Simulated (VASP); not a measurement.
Wanted: the native input for a VASP 6.6.1 run.

| Quantity | Value |
| --- | --- |
| Task | single point |
| Functional | LDA |
| Potentials or basis | VASP PAW LDA potentials, release 64 (Sn_d, O) |
| Cutoff | 520 eV |
| k mesh | 6 × 6 × 8 |
| Occupations | gaussian, width 0.02 eV |
| Spin | no spin polarisation |
| Dipole correction | no |
| Further INCAR settings | ALGO = Normal; EDIFF = 1e-06; NBANDS = 35 |

The structure of SnO2 lies in POSCAR:

```
SnO2
1.0
    4.7212714761      0.0000000000      0.0000000000
    0.0000000000      4.7242464798      0.0000000000
    0.0000000000      0.0000000000      3.1900193999
Sn O
2 4
Direct
    0.5000000000      0.5000000000      0.5000000000
    0.0000000000      0.0000000000      0.0000000000
    0.3055669685      0.3065721192      0.0000000000
    0.8055669685      0.1934278808      0.5000000000
    0.1944330315      0.8065721192      0.5000000000
    0.6944330315      0.6934278808      0.0000000000
```

These files were run (other wordings do the same):

INCAR

```
SYSTEM = SnO2
ALGO     = Normal         ! electronic algorithm
EDIFF    = 1E-6           ! SCF threshold, eV
ENCUT    = 520            ! plane-wave cutoff, eV
GGA      = CA             ! functional
ISIF     = 2              ! what is computed and relaxed
ISMEAR   = 0              ! smearing method
LASPH    = .TRUE.         ! aspherical terms in the spheres
LCHARG   = .TRUE.         ! write CHGCAR
LELF     = .TRUE.         ! ELF
LREAL    = .FALSE.        ! projectors in reciprocal space
LVHAR    = .TRUE.       
LWAVE    = .FALSE.        ! write WAVECAR
NBANDS   = 35             ! bands
NELM     = 100            ! most SCF steps
PREC     = Accurate       ! precision mode
SIGMA    = 0.02           ! smearing width, eV
```

KPOINTS

```
k-points
0
G
  6 6 8
  0 0 0
```

Potentials or basis: VASP PAW LDA potentials, release 64 (Sn_d, O).

Command:

```console
$ cat potpaw_LDA.64/Sn_d/POTCAR potpaw_LDA.64/O/POTCAR > POTCAR
$ mpirun -np 1 vasp_std > vasp.out
```

Results of the run:

| Quantity | Value |
| --- | --- |
| Pressure | 1.1 GPa |
| Largest force | 0.022 eV/Å |
| Band gap on the k mesh | 1.20 eV |

Caveat: spin-orbit coupling is left out, which moves the levels of the heavy elements.

Wall time 4.3 min on 1 thread of Intel Xeon 8259CL, with other jobs on the host, peak memory 0.26 GiB.
